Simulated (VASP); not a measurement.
Input of a VASP 6.6.1 run:

File INCAR:

```
  PREC = Accurate
  ENCUT = 520
  EDIFF = 1E-6
  ISMEAR = 0
  SIGMA = 0.1
  LREAL = Auto
  LASPH = T
  NELM = 60
  ALGO = Normal
  ISIF = 2
  LWAVE = F
  LCHARG = F
  GGA = PE
  NBANDS = 117
```

The input KPOINTS:

```
regular mesh
0
Gamma
  3 3 3
```

POSCAR

```
TiW14
1.0
    6.3200000000      0.0000000000      0.0000000000
    0.0000000000      6.3200000000      0.0000000000
    0.0000000000      0.0000000000      6.3200000000
Ti W
1 14
Direct
    0.1854112342      0.1839498418      0.1844430380
    0.5082634494     -0.0053159810     -0.0050810127
   -0.0045055380      0.5071080696     -0.0047952532
   -0.0045781646     -0.0051123418      0.5074887658
    0.4976332278      0.4969300633     -0.0012803797
    0.4975824367     -0.0015792722      0.4971656646
    0.7416068038      0.2545155063      0.2547398734
   -0.0008775316      0.4970177215      0.4973140823
    0.2552960443      0.7405811709      0.2550833861
    0.2552088608      0.2547621835      0.7409890823
    0.4993052215      0.4986890823      0.4989778481
    0.7588805380      0.7580965190      0.2487068038
    0.7587854430      0.2485180380      0.7583033228
    0.2488829114      0.7584137658      0.7587259494
    0.7505367089      0.7499835443      0.7502088608
```

Potentials or basis: VASP PAW PBE potentials, release 64 (Ti_sv, W_sv).

Launch:

```console
$ cat potpaw_PBE.64/Ti_sv/POTCAR potpaw_PBE.64/W_sv/POTCAR > POTCAR
$ mpirun -np 1 vasp_std > vasp.out
```

Task: Predict the band gap on the k mesh.

Result: Zero (bands 104 and 105 overlap by 0.88 eV).

Task: What does it give for the pressure?

Result: 0.7 GPa.

Task: Estimate the largest force.

Result: 1.219 eV/Å.

Stress tensor (GPa, compression positive):
```
 0.68 -1.97 -1.97
-1.97  0.68 -1.98
-1.97 -1.98  0.68
```

Caveat: spin-orbit coupling is left out, which moves the levels of the heavy elements.
